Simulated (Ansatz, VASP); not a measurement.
One calculation of Sc, two programs

```
Sc
1.0
     3.22691    0.00000    0.00000
    -1.61345    2.79458    0.00000
     0.00000    0.00000    5.00943
Sc
2
Direct
  0.33333 0.66667 0.25000
  0.66667 0.33333 0.75000
```

Alike in both runs: task single point; functional LDA; k mesh 4 × 4 × 2; occupations fermi-dirac, width 0.1 eV; no spin polarisation.

|  | VASP | Ansatz |
| --- | --- | --- |
| version | VASP 6.6.1 | Ansatz 0.2.0 |
| potentials or method | VASP PAW LDA potentials, release 64 (Sc_sv), cutoff 500 eV | plane waves (420 eV) with PAW, scalar-relativistic |
| valence electrons in the cell | 22 | 22 |

VASP gave:

```
pressure (GPa)                                                : 0.9
traceless stress, the component that is largest in VASP (GPa) : 1.09
```

**Question.** Estimate Ansatz's values.

**Answer.** Pressure (GPa): 0.7; traceless stress, the component that is largest in VASP (GPa): 1.09.

Ansatz warns that its potentials were made for another functional, while VASP's fit it. LDA's correlation is that of Perdew and Zunger in VASP and of Perdew and Wang (1992) in Ansatz.

The k mesh is coarse, so the values compare programs but aren't converged.
